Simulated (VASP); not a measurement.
# Al in VASP: relaxation of the atoms with PBEsol

Aim: the relaxation of the atoms of Al with PBEsol.

Program: VASP 6.6.1. These are calculated values, not measurements. Logs are shortened: lines on timing, memory, paths and dates and some standing lists are left out, and cuts for length are marked.

## Step 1: The cell of the first run

The cell holds a slab with vacuum, 13 atoms: a = 5.728 Å, b = 5.728 Å, c = 17.677 Å, α = 90.00°, β = 90.00°, γ = 60.00°.

## Step 2: Relaxation of the atoms, PBEsol

Input file INCAR:

```
PREC = Accurate
ENCUT = 520
EDIFF = 1E-6
ISMEAR = -1
SIGMA = 0.15
LREAL = False
LASPH = True
NELM = 100
ALGO = Normal
ISIF = 2
LWAVE = False
LCHARG = False
GGA = PS
IBRION = 2
NSW = 45
EDIFFG = -0.08
```

Input file KPOINTS:

```
regular mesh
0
Gamma
  3 3 1
```

Input file POSCAR:

```
Al
1.0
    5.7275650000      0.0000000000      0.0000000000
    2.8637820000      4.9602170000      0.0000000000
    0.0000000000      0.0000000000     17.6765370000
Al
13
Selective dynamics
Direct
    0.1666667000      0.1666667000      0.0565722000  F F F
    0.6666667000      0.1666667000      0.0565722000  F F F
    0.1666667000      0.6666667000      0.0565722000  F F F
    0.6666667000      0.6666667000      0.0565722000  F F F
   -0.1666667000      0.3333333000      0.1888531000  T T T
    0.3333333000      0.3333333000      0.1888531000  T T T
   -0.1666667000      0.8333333000      0.1888531000  T T T
    0.3333333000      0.8333333000      0.1888531000  T T T
    0.0000000000      0.0000000000      0.3211340000  T T T
    0.5000000000      0.0000000000      0.3211340000  T T T
    0.0000000000      0.5000000000      0.3211340000  T T T
    0.5000000000      0.5000000000      0.3211340000  T T T
    0.3252905000      0.8433268000      0.4274897000  T T T
```

Potentials or basis: VASP PAW PBE potentials, release 64 (Al).

The run is started by

```bash
$ cat potpaw_PBE.64/Al/POTCAR > POTCAR
$ mpirun -np 1 vasp_std > vasp.out
```

OUTCAR:

```text
PREC = Accurate
   ENCUT = 520
   EDIFF = 1E-6
   ISMEAR = -1
   LREAL = False
   LASPH = True
   NELM = 100
   ISIF = 2
   GGA = PS
   IBRION = 2
   NSW = 45
   EDIFFG = -0.08

 ion  position               nearest neighbor table
   1  0.167  0.167  0.057-   6 2.86   8 2.86   5 2.86   3 2.86   3 2.86   2 2.86   2 2.86   4 2.86
                             4 2.86
   2  0.667  0.167  0.057-   5 2.86   7 2.86   6 2.86   4 2.86   4 2.86   1 2.86   1 2.86   3 2.86
                             3 2.86
   3  0.167  0.667  0.057-   8 2.86   6 2.86   7 2.86   1 2.86   1 2.86   4 2.86   4 2.86   2 2.86
                             2 2.86
   4  0.667  0.667  0.057-   7 2.86   5 2.86   8 2.86   2 2.86   2 2.86   3 2.86   3 2.86   1 2.86
                             1 2.86
   5  0.833  0.333  0.189-   2 2.86   9 2.86  12 2.86  11 2.86   4 2.86   1 2.86   7 2.86   7 2.86
                             6 2.86   6 2.86   8 2.86   8 2.86
   6  0.333  0.333  0.189-   1 2.86  10 2.86  11 2.86  12 2.86   3 2.86   2 2.86   8 2.86   8 2.86
                             5 2.86   5 2.86   7 2.86   7 2.86
   7  0.833  0.833  0.189-   4 2.86  11 2.86  10 2.86   9 2.86   2 2.86   3 2.86   5 2.86   5 2.86
                             8 2.86   8 2.86   6 2.86   6 2.86
   8  0.333  0.833  0.189-   3 2.86  12 2.86   9 2.86  10 2.86   1 2.86   4 2.86   6 2.86   6 2.86
                             7 2.86   7 2.86   5 2.86   5 2.86
   9  0.000  0.000  0.321-  13 2.48   5 2.86   8 2.86   7 2.86  11 2.86  11 2.86  10 2.86  10 2.86
                            12 2.86  12 2.86
  10  0.500  0.000  0.321-  13 2.50   6 2.86   7 2.86   8 2.86  12 2.86  12 2.86   9 2.86   9 2.86
                            11 2.86  11 2.86
  11  0.000  0.500  0.321-   7 2.86   6 2.86   5 2.86   9 2.86   9 2.86  12 2.86  12 2.86  10 2.86
                            10 2.86
  12  0.500  0.500  0.321-  13 2.54   8 2.86   5 2.86   6 2.86  10 2.86  10 2.86  11 2.86  11 2.86
                             9 2.86   9 2.86
  13  0.325  0.843  0.427-   9 2.48  10 2.50  12 2.54

  LATTYP: Found a hexagonal cell.
 ALAT       =     5.7275649303
 C/A-ratio  =     3.0862220185

  Lattice vectors:

 A1 = (  -2.8637820000,  -4.9602170000,   0.0000000000)
 A2 = (   5.7275650000,   0.0000000000,   0.0000000000)
 A3 = (   0.0000000000,   0.0000000000,  17.6765370000)

Analysis of symmetry for initial positions (statically):
=====================================================================
 Subroutine PRICEL returns:
 Original cell was already a primitive cell.

 Routine SETGRP: Setting up the symmetry group for a
 hexagonal supercell.

 Subroutine GETGRP returns: Found  1 space group operations
 (whereof  1 operations were pure point group operations)
 out of a pool of 24 trial point group operations.

The static configuration has the point symmetry C_1 .

Analysis of symmetry for dynamics (positions and initial velocities):
=====================================================================
 Subroutine PRICEL returns:
 Original cell was already a primitive cell.

 Routine SETGRP: Setting up the symmetry group for a
 hexagonal supercell.

 Subroutine GETGRP returns: Found  1 space group operations
 (whereof  1 operations were pure point group operations)
 out of a pool of 24 trial point group operations.

The dynamic configuration has the point symmetry C_1 .

Analysis of constrained symmetry for selective dynamics:
=====================================================================
 Subroutine PRICEL returns:
 Original cell was already a primitive cell.

 Routine SETGRP: Setting up the symmetry group for a
 hexagonal supercell.

 Subroutine GETGRP returns: Found  1 space group operations
 (whereof  1 operations were pure point group operations)
 out of a pool of 24 trial point group operations.

The constrained configuration has the point symmetry C_1 .

 Subroutine INISYM returns: Found  1 space group operations
 (whereof  1 operations are pure point group operations),
 and found     1 'primitive' translations

----------------------------------------------------------------------------------------

                                     Primitive cell

  volume of cell :     502.1898

  direct lattice vectors                    reciprocal lattice vectors
     5.727565000  0.000000000  0.000000000     0.174594265 -0.100802024  0.000000000
     2.863782000  4.960217000  0.000000000     0.000000000  0.201604083  0.000000000
     0.000000000  0.000000000 17.676537000     0.000000000  0.000000000  0.056572167

  length of vectors
     5.727565000  5.727564930 17.676537000     0.201604081  0.201604083  0.056572167

  position of ions in fractional coordinates (direct lattice)
     0.166666700  0.166666700  0.056572200
     0.666666700  0.166666700  0.056572200
     0.166666700  0.666666700  0.056572200
     0.666666700  0.666666700  0.056572200
     0.833333300  0.333333300  0.188853100
     0.333333300  0.333333300  0.188853100
     0.833333300  0.833333300  0.188853100
     0.333333300  0.833333300  0.188853100
     0.000000000  0.000000000  0.321134000
     0.500000000  0.000000000  0.321134000
     0.000000000  0.500000000  0.321134000
     0.500000000  0.500000000  0.321134000
     0.325290500  0.843326800  0.427489700

  ion indices of the primitive-cell ions
   primitive index   ion index
                 1           1
                 2           2
                 3           3
                 4           4
                 5           5
                 6           6
                 7           7
                 8           8
                 9           9
                10          10
                11          11
                12          12
                13          13

----------------------------------------------------------------------------------------

 KPOINTS: regular mesh

Automatic generation of k-mesh.
 Grid dimensions read from file:
 generate k-points for:    3    3    1

 Generating k-lattice:

  Cartesian coordinates                     Fractional coordinates (reciprocal lattice)
     0.058198088 -0.033600675  0.000000000     0.333333333  0.000000000  0.000000000
     0.000000000  0.067201361  0.000000000     0.000000000  0.333333333  0.000000000
     0.000000000  0.000000000  0.056572167     0.000000000  0.000000000  1.000000000

  Length of vectors
     0.067201360  0.067201361  0.056572167

  Shift w.r.t. Gamma in fractional coordinates (k-lattice)
     0.000000000  0.000000000  0.000000000

 Subroutine IBZKPT returns following result:
 ===========================================

 Found      5 irreducible k-points:

 Following reciprocal coordinates:
            Coordinates               Weight
  0.000000  0.000000  0.000000      1.000000
  0.333333  0.000000  0.000000      2.000000
  0.333333  0.333333  0.000000      2.000000
  0.000000  0.333333  0.000000      2.000000
 -0.333333  0.333333  0.000000      2.000000
   k-points           NKPTS =      5   k-points in BZ     NKDIM =      5   number of bands    NBANDS=     26
   number of dos      NEDOS =    301   number of ions     NIONS =     13
   total plane-waves  NPLWV = 322560
   dimension x,y,z NGX =    48 NGY =   48 NGZ =  140
   dimension x,y,z NGXF=    96 NGYF=   96 NGZF=  280
   ions per type =              13
   NGX,Y,Z   is equivalent  to a cutoff of  13.93, 13.93, 13.17 a.u.
   NGXF,Y,Z  is equivalent  to a cutoff of  27.86, 27.86, 26.33 a.u.
 SYSTEM =  unknown system
   PREC   = accura    normal or accurate (medium, high low for compatibility)
   ISTART =      0    job   : 0-new  1-cont  2-samecut
   ICHARG =      2    charge: 1-file 2-atom 10-const
   ISPIN  =      1    spin polarized calculation?
   LNONCOLLINEAR =      F non collinear calculations
   LSORBIT =      F    spin-orbit coupling
   LASPH  =      T    aspherical Exc in radial PAW
   ENCUT  =  520.0 eV  38.22 Ry    6.18 a.u.  10.65 10.65 32.87*2*pi/ulx,y,z
   NELM   =    100;   NELMIN=  2; NELMDL= -5     # of ELM steps
   EDIFF  = 0.1E-05   stopping-criterion for ELM
   LREAL  =      F    real-space projection
   EDIFFG = -.8E-01   stopping-criterion for IOM
   NSW    =     45    number of steps for IOM
   IBRION =      2    ionic relax: 0-MD 1-quasi-New 2-CG
   NFREE  =      1    steps in history (QN), initial steepest desc. (CG)
   ISIF   =      2    stress and relaxation
   ISYM   =      2    0-nonsym 1-usesym 2-fastsym
   POTIM  = 0.5000    time-step for ionic-motion
   TEBEG  =    0.0;   TEEND  =   0.0 temperature during run
   PSTRESS=    0.0 pullay stress
   NELECT =      39.0000    total number of electrons
   NUPDOWN=      -1.0000    fix difference up-down
   EMIN   =  10.00;   EMAX   =-10.00  energy-range for DOS
   EFERMI =   0.00;   METHOD = LEGACY
   ISMEAR =    -1;   SIGMA  =   0.15  broadening in eV -4-tet -1-fermi 0-gaus
   EFERMI_NEDOS =   21; number of points for ismear=-14 and -15
   IALGO  =     38    algorithm
   IMIX   =      4    mixing-type and parameters
     AMIX     =   0.40;   BMIX     =  1.00
     AMIX_MAG =   1.60;   BMIX_MAG =  1.00
  volume/ion in A,a.u.               =      38.63       260.69
  Fermi-wavevector in a.u.,A,eV,Ry     =   0.698458  1.319895  6.637518  0.487844
  Thomas-Fermi vector in A             =   1.782067
   LORBIT       =      0    0 simple, 1 ext, 2 COOP (PROOUT), +10 PAW based schemes
   GGA     = PS    functional components
   LHFCALC =     F    Hartree Fock is set to
   AEXX    =    0.0000 exact exchange contribution
   IVDW    =     0    specifies the selected vdW correction
   LEPSILON=     F    determine dielectric tensor
   LRPA    =     F    only Hartree local field effects (RPA)
 conjugate gradient relaxation of ions
 non-spin polarized calculation
  energy-cutoff  :      520.00
  volume of cell :      502.19
 maximum number of plane-waves:     13577
 NGX is ok and might be reduce to    42
   NGX = 21   NGY = 21   NGZ = 65

--------------------------------------- Ionic step        1  -------------------------------------------

 number of electron      39.0000000 magnetization

 Free energy of the ion-electron system (eV)
  ---------------------------------------------------
  ext. energy  EPLUGINS =         0.00000000
  ---------------------------------------------------
  free energy    TOTEN  =       -49.35515270 eV

  energy without entropy =      -48.95609216  energy(sigma->0) =      -49.15562243

------------------------ aborting loop because EDIFF is reached ----------------------------------------

  FORCE on cell =-STRESS in cart. coord.  units (eV):
  Direction    XX          YY          ZZ          XY          YZ          ZX
  --------------------------------------------------------------------------------------
  -------------------------------------------------------------------------------------
  Total       -3.8815130     -4.2317548      1.6493066     -0.0598312     -0.2472734      0.1029439
  in kB      -12.3835095    -13.5009147      5.2619183     -0.1908844     -0.7888965      0.3284304
  external PRESSURE =      -6.8741686 kB  Pullay stress =       0.0000000 kB
[... 220 lines left out ...]
  energy  without entropy=      -49.1679704041  energy(sigma->0) =      -49.37080105

--------------------------------------- Ionic step        6  -------------------------------------------

 number of electron      39.0000000 magnetization

 Free energy of the ion-electron system (eV)
  ---------------------------------------------------
  ext. energy  EPLUGINS =         0.00000000
  ---------------------------------------------------
  free energy    TOTEN  =       -49.57754848 eV

  energy without entropy =      -49.17357600  energy(sigma->0) =      -49.37556224

 E-fermi :   0.8838     XC(G=0):  -5.5500

 val. band max:        0.8780282115   @ k =   0.0000   0.3333   0.0000
 cond. band min:       1.6549218287   @ k =   0.0000   0.3333   0.0000
 fundamental gap:      0.7768936172
 Fermi energy:         0.8837686385

 k-point     1 :       0.0000    0.0000    0.0000
  band No.  band energies     occupation
      1      -9.4911      2.00000
      2      -7.8666      2.00000
      3      -5.5627      2.00000
      4      -3.7825      2.00000
      5      -3.6406      2.00000
      6      -3.6382      2.00000
[... 174 lines left out ...]
  FREE ENERGIE OF THE ION-ELECTRON SYSTEM (eV)
  ---------------------------------------------------
  free  energy   TOTEN  =       -49.5775484846 eV

  energy  without entropy=      -49.1735759993  energy(sigma->0) =      -49.37556224

 reached required accuracy - stopping structural energy minimisation
```

Wall time 13 min (1 thread of Intel Xeon 8259CL, shared host); peak memory 0.69 GiB.

Results:

- Free energy: -49.5775 eV
- Energy gained by relaxing: 17.1 meV/atom
- Ionic steps: 6
- Band gap on the k mesh: zero (an odd number of electrons rules out a gap without spin polarisation)

Step by step:
```
step  energy change (eV)  largest force on free atoms (eV/Å)  pressure (GPa)
   1              0.0000                              1.5128           -0.69
   2             -0.1821                              0.5388           -0.92
   3             -0.2130                              0.1764           -1.00
   4             -0.2131                              0.1733           -1.00
   5             -0.2185                              0.1020           -1.02
   6             -0.2224                              0.0670           -1.05
```

Final structure:
```
Al
1.0
     5.72757    0.00000    0.00000
     2.86378    4.96022    0.00000
     0.00000    0.00000   17.67654
Al
13
Cartesian
  1.4319 0.8267 1.0000
  4.2957 0.8267 1.0000
  2.8638 3.3068 1.0000
  5.7276 3.3068 1.0000
  5.7360 1.6611 3.3118
  2.8550 1.6602 3.3131
  7.1585 4.1223 3.3097
  4.2958 4.1334 3.3225
  5.6688 0.0341 5.6152
  2.9178 0.0317 5.6214
  1.4329 2.4768 5.7126
  4.2954 2.4280 5.6337
  4.2833 4.1700 7.6923
```

Levels at points of the mesh, in eV from the Fermi level:
| k point | band 18 | band 19 | band 20 | band 21 | band 22 | band 23 |
| --- | --- | --- | --- | --- | --- | --- |
| (0.00, 0.00, 0.00) | -0.79 | -0.78 | -0.35 | -0.25 | -0.11 | -0.10 |

Caveat: the k points lie up to 0.42 Å⁻¹ apart, too coarse for converged energies and pressures of a metal; there is no dipole correction, which matters where the two faces differ; the PAW data sets were made with another functional, which shifts forces and pressure a little.

The gap in the log of VASP goes by the Fermi energy; the results here count the filled bands.